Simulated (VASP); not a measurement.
# Pt (Im-3m) in VASP: a series of runs

Pt is run at these levels: PBEsol; tasks: single point.

All numbers are computed with VASP 6.6.1; they aren't measurements. Logs are shortened: lines on timing, memory, paths and dates and some standing lists are left out, and cuts for length are marked.

### 1 The cell of the first run

Symmetry: Im-3m, No. 229, cubic system. Conventional cell: a = 2.993 Å, b = 2.993 Å, c = 2.993 Å, α = 90.00°, β = 90.00°, γ = 90.00°. Pt (site symmetry m-3m) has 14 Pt at 2.59 to 2.99 Å within 3.4 Å.

### 2 Single point, PBEsol (volume scaled by 0.88)

File INCAR:

```
  PREC = Accurate
  ENCUT = 520
  EDIFF = 1E-6
  ISMEAR = -1
  SIGMA = 0.1
  LREAL = False
  LASPH = True
  NELM = 100
  ALGO = Normal
  ISIF = 2
  LWAVE = False
  LCHARG = False
  GGA = PS
  NBANDS = 11
```

File KPOINTS:

```
regular mesh
0
Gamma
  16 16 16
```

File POSCAR:

```
Pt
1.0
   -1.4962626970      1.4962626970      1.4962626970
    1.4962626970     -1.4962626970      1.4962626970
    1.4962626970      1.4962626970     -1.4962626970
Pt
1
Direct
    0.0000000000      0.0000000000      0.0000000000
```

Potentials or basis: VASP PAW PBE potentials, release 64 (Pt).

The run is started by

```bash
> cat potpaw_PBE.64/Pt/POTCAR > POTCAR
> mpirun -np 1 vasp_std > vasp.out
```

OUTCAR:

```text
PREC = Accurate
   ENCUT = 520
   EDIFF = 1E-6
   ISMEAR = -1
   LREAL = False
   LASPH = True
   NELM = 100
   ISIF = 2
   GGA = PS

 ion  position               nearest neighbor table
   1  0.000  0.000  0.000-

  LATTYP: Found a body centered cubic cell.
 ALAT       =     2.9925253940

  Lattice vectors:

 A1 = (  -1.4962626970,   1.4962626970,   1.4962626970)
 A2 = (   1.4962626970,  -1.4962626970,   1.4962626970)
 A3 = (   1.4962626970,   1.4962626970,  -1.4962626970)

Analysis of symmetry for initial positions (statically):
=====================================================================
 Subroutine PRICEL returns:
 Original cell was already a primitive cell.

 Routine SETGRP: Setting up the symmetry group for a
 body centered cubic supercell.

 Subroutine GETGRP returns: Found 48 space group operations
 (whereof 48 operations were pure point group operations)
 out of a pool of 48 trial point group operations.

The static configuration has the point symmetry O_h .

Analysis of symmetry for dynamics (positions and initial velocities):
=====================================================================
 Subroutine PRICEL returns:
 Original cell was already a primitive cell.

 Routine SETGRP: Setting up the symmetry group for a
 body centered cubic supercell.

 Subroutine GETGRP returns: Found 48 space group operations
 (whereof 48 operations were pure point group operations)
 out of a pool of 48 trial point group operations.

The dynamic configuration has the point symmetry O_h .

 Subroutine INISYM returns: Found 48 space group operations
 (whereof 48 operations are pure point group operations),
 and found     1 'primitive' translations

----------------------------------------------------------------------------------------

                                     Primitive cell

  volume of cell :      13.3993

  direct lattice vectors                    reciprocal lattice vectors
    -1.496262697  1.496262697  1.496262697     0.000000000  0.334165920  0.334165920
     1.496262697 -1.496262697  1.496262697     0.334165920  0.000000000  0.334165920
     1.496262697  1.496262697 -1.496262697     0.334165920  0.334165920  0.000000000

  length of vectors
     2.591603013  2.591603013  2.591603013     0.472581975  0.472581975  0.472581975

  position of ions in fractional coordinates (direct lattice)
     0.000000000  0.000000000  0.000000000

  ion indices of the primitive-cell ions
   primitive index   ion index
                 1           1

----------------------------------------------------------------------------------------

 KPOINTS: regular mesh

Automatic generation of k-mesh.
 Grid dimensions read from file:
 generate k-points for:   16   16   16

 Generating k-lattice:

  Cartesian coordinates                     Fractional coordinates (reciprocal lattice)
     0.000000000  0.020885370  0.020885370     0.062500000  0.000000000  0.000000000
     0.020885370  0.000000000  0.020885370     0.000000000  0.062500000  0.000000000
     0.020885370  0.020885370  0.000000000     0.000000000  0.000000000  0.062500000

  Length of vectors
     0.029536373  0.029536373  0.029536373

  Shift w.r.t. Gamma in fractional coordinates (k-lattice)
     0.000000000  0.000000000  0.000000000

 Subroutine IBZKPT returns following result:
 ===========================================

 Found    145 irreducible k-points:

 Following reciprocal coordinates:
            Coordinates               Weight
  0.000000  0.000000  0.000000      1.000000
  0.062500  0.000000  0.000000     12.000000
  0.125000  0.000000  0.000000     12.000000
  0.187500  0.000000  0.000000     12.000000
  0.250000  0.000000  0.000000     12.000000
  0.312500  0.000000  0.000000     12.000000
[... 16 lines left out ...]
  0.187500  0.187500  0.000000     24.000000
  0.250000  0.187500 -0.000000     48.000000
 [... further k-points ...]
   k-points           NKPTS =    145   k-points in BZ     NKDIM =    145   number of bands    NBANDS=     11
   number of dos      NEDOS =    301   number of ions     NIONS =      1
   total plane-waves  NPLWV =   8000
   dimension x,y,z NGX =    20 NGY =   20 NGZ =   20
   dimension x,y,z NGXF=    40 NGYF=   40 NGZF=   40
   ions per type =               1
   NGX,Y,Z   is equivalent  to a cutoff of  12.83, 12.83, 12.83 a.u.
   NGXF,Y,Z  is equivalent  to a cutoff of  25.66, 25.66, 25.66 a.u.
 SYSTEM =  unknown system
   PREC   = accura    normal or accurate (medium, high low for compatibility)
   ISTART =      0    job   : 0-new  1-cont  2-samecut
   ICHARG =      2    charge: 1-file 2-atom 10-const
   ISPIN  =      1    spin polarized calculation?
   LNONCOLLINEAR =      F non collinear calculations
   LSORBIT =      F    spin-orbit coupling
   LASPH  =      T    aspherical Exc in radial PAW
   ENCUT  =  520.0 eV  38.22 Ry    6.18 a.u.   4.82  4.82  4.82*2*pi/ulx,y,z
   NELM   =    100;   NELMIN=  2; NELMDL= -5     # of ELM steps
   EDIFF  = 0.1E-05   stopping-criterion for ELM
   LREAL  =      F    real-space projection
   EDIFFG = 0.1E-04   stopping-criterion for IOM
   NSW    =      0    number of steps for IOM
   IBRION =     -1    ionic relax: 0-MD 1-quasi-New 2-CG
   NFREE  =      0    steps in history (QN), initial steepest desc. (CG)
   ISIF   =      2    stress and relaxation
   ISYM   =      2    0-nonsym 1-usesym 2-fastsym
   POTIM  = 0.5000    time-step for ionic-motion
   TEBEG  =    0.0;   TEEND  =   0.0 temperature during run
   PSTRESS=    0.0 pullay stress
   NELECT =      10.0000    total number of electrons
   NUPDOWN=      -1.0000    fix difference up-down
   EMIN   =  10.00;   EMAX   =-10.00  energy-range for DOS
   EFERMI =   0.00;   METHOD = LEGACY
   ISMEAR =    -1;   SIGMA  =   0.10  broadening in eV -4-tet -1-fermi 0-gaus
   EFERMI_NEDOS =   21; number of points for ismear=-14 and -15
   IALGO  =     38    algorithm
   IMIX   =      4    mixing-type and parameters
     AMIX     =   0.40;   BMIX     =  1.00
     AMIX_MAG =   1.60;   BMIX_MAG =  1.00
  volume/ion in A,a.u.               =      13.40        90.42
  Fermi-wavevector in a.u.,A,eV,Ry     =   1.484956  2.806160 30.002139  2.205095
  Thomas-Fermi vector in A             =   2.598428
   LORBIT       =      0    0 simple, 1 ext, 2 COOP (PROOUT), +10 PAW based schemes
   GGA     = PS    functional components
   LHFCALC =     F    Hartree Fock is set to
   AEXX    =    0.0000 exact exchange contribution
   IVDW    =     0    specifies the selected vdW correction
   LEPSILON=     F    determine dielectric tensor
   LRPA    =     F    only Hartree local field effects (RPA)
 non-spin polarized calculation
  energy-cutoff  :      520.00
  volume of cell :       13.40
 maximum number of plane-waves:       372
   NGX =  9   NGY =  9   NGZ =  9

 number of electron      10.0000000 magnetization

 number of electron       9.9999998 magnetization

 Free energy of the ion-electron system (eV)
  ---------------------------------------------------
  ext. energy  EPLUGINS =         0.00000000
  ---------------------------------------------------
  free energy    TOTEN  =        -6.61809757 eV

  energy without entropy =       -6.58588294  energy(sigma->0) =       -6.60199026

 E-fermi :  13.2615     XC(G=0): -14.3283

 val. band max:       13.2482977574   @ k =  -0.4375   0.4375   0.4375
 cond. band min:      13.2784102811   @ k =  -0.4375   0.5000   0.3750
 fundamental gap:      0.0301125237
 Fermi energy:        13.2614679298

 k-point     1 :       0.0000    0.0000    0.0000
  band No.  band energies     occupation
      1       1.8360      2.00000
      2       8.7399      2.00000
      3       8.7399      2.00000
      4       8.7399      2.00000
      5      11.9291      2.00000
      6      11.9291      2.00000
      7      30.1370      0.00000
      8      30.1370      0.00000
      9      30.1370      0.00000
     10      42.3960      0.00000
     11      42.3960      0.00000

 k-point     2 :       0.0625    0.0000    0.0000
  band No.  band energies     occupation
      1       2.0239      2.00000
      2       8.6559      2.00000
      3       8.7366      2.00000
      4       8.9021      2.00000
      5      11.8132      2.00000
      6      11.9340      2.00000
      7      30.2511      0.00000
      8      30.4007      0.00000
      9      30.4306      0.00000
     10      40.3515      0.00000
     11      41.2444      0.00000

 k-point     3 :       0.1250    0.0000    0.0000
  band No.  band energies     occupation
      1       2.5636      2.00000
      2       8.4243      2.00000
      3       8.7109      2.00000
      4       9.3802      2.00000
      5      11.5593      2.00000
      6      11.9535      2.00000
      7      30.4612      0.00000
      8      30.9371      0.00000
      9      31.2860      0.00000
     10      38.2626      0.00000
     11      39.1966      0.00000

 k-point     4 :       0.1875    0.0000    0.0000
  band No.  band energies     occupation
      1       3.3668      2.00000
      2       8.0957      2.00000
      3       8.6614      2.00000
      4      10.1469      2.00000
      5      11.3680      2.00000
      6      11.9975      1.99999
      7      30.3357      0.00000
      8      30.8526      0.00000
      9      32.6340      0.00000
     10      37.2285      0.00000
     11      37.7735      0.00000
[... 239 lines left out ...]
 k-point    22 :       0.4375    0.1250    0.0000
  band No.  band energies     occupation
      1       5.3502      2.00000
      2       7.0401      2.00000
      3      10.7019      2.00000
      4      11.6533      2.00000
      5      13.0454      1.79329
      6      16.6098      0.00000
      7      20.7087      0.00000
      8      26.6739      0.00000
      9      29.4984      0.00000
     10      37.8587      0.00000
     11      39.4395      0.00000

 k-point    23 :       0.1875    0.1875    0.0000
  band No.  band energies     occupation
      1       5.4412      2.00000
      2       7.7398      2.00000
      3       8.0036      2.00000
      4      11.1450      2.00000
      5      12.3731      1.99972
      6      13.3336      0.65433
      7      27.0525      0.00000
      8      29.1587      0.00000
      9      32.0424      0.00000
     10      34.0520      0.00000
     11      39.5908      0.00000

 k-point    24 :       0.2500    0.1875   -0.0000
  band No.  band energies     occupation
      1       5.8450      2.00000
      2       7.4865      2.00000
      3       8.4588      2.00000
      4      11.3270      2.00000
      5      12.4659      1.99930
      6      14.8737      0.00000
      7      24.8014      0.00000
      8      27.9076      0.00000
      9      30.8560      0.00000
     10      35.0883      0.00000
     11      39.9206      0.00000

 [... further k-points ...]
[... 5 lines left out ...]
  --------------------------------------------------------------------------------------
  -------------------------------------------------------------------------------------
  Total        4.1081342      4.1081342      4.1081342      0.0000000      0.0000000     -0.0000000
  in kB      491.2150539    491.2150539    491.2150539      0.0000000      0.0000000     -0.0000000
  external PRESSURE =     491.2150539 kB  Pullay stress =       0.0000000 kB

 VOLUME and BASIS-vectors are now :
 -----------------------------------------------------------------------------
  energy-cutoff  :      520.00
  volume of cell :       13.40
      direct lattice vectors                 reciprocal lattice vectors
    -1.496262697  1.496262697  1.496262697     0.000000000  0.334165920  0.334165920
     1.496262697 -1.496262697  1.496262697     0.334165920  0.000000000  0.334165920
     1.496262697  1.496262697 -1.496262697     0.334165920  0.334165920  0.000000000

 POSITION                                       TOTAL-FORCE (eV/Angst)
 -----------------------------------------------------------------------------------
      0.00000      0.00000      0.00000         0.000000     -0.000000      0.000000
 -----------------------------------------------------------------------------------
    total drift:                                0.000000     -0.000000      0.000000

  FREE ENERGIE OF THE ION-ELECTRON SYSTEM (eV)
  ---------------------------------------------------
  free  energy   TOTEN  =        -6.6180975744 eV

  energy  without entropy=       -6.5858829434  energy(sigma->0) =       -6.60199026
```

Wall time 7.3 s (1 thread of AMD EPYC 9R45 (Zen 5), shared host); peak memory 0.11 GiB.

Results:

* Free energy: -6.6181 eV
* Pressure: 49.1 GPa
* Band gap on the k mesh: zero (band 5 reaches 14.59 eV, above the bottom of band 6 at 11.73 eV)

Levels at points of the mesh, in eV from the Fermi level:
| k point | band 3 | band 4 | band 5 | band 6 | band 7 | band 8 |
| --- | --- | --- | --- | --- | --- | --- |
| (0.00, 0.00, 0.00) | -4.52 | -4.52 | -1.33 | -1.33 | 16.88 | 16.88 |
| (0.50, 0.00, 0.00) | -1.52 | -0.85 | -0.36 | 1.44 | 7.81 | 13.10 |
| (0.50, 0.50, 0.50) | 0.72 | 0.72 | 0.72 | 7.97 | 7.97 | 7.97 |

Caveat: the PAW data sets were made with another functional, which shifts forces and pressure a little; spin-orbit coupling is left out, which moves the levels of the heavy elements.

[end of part 1 of 2]
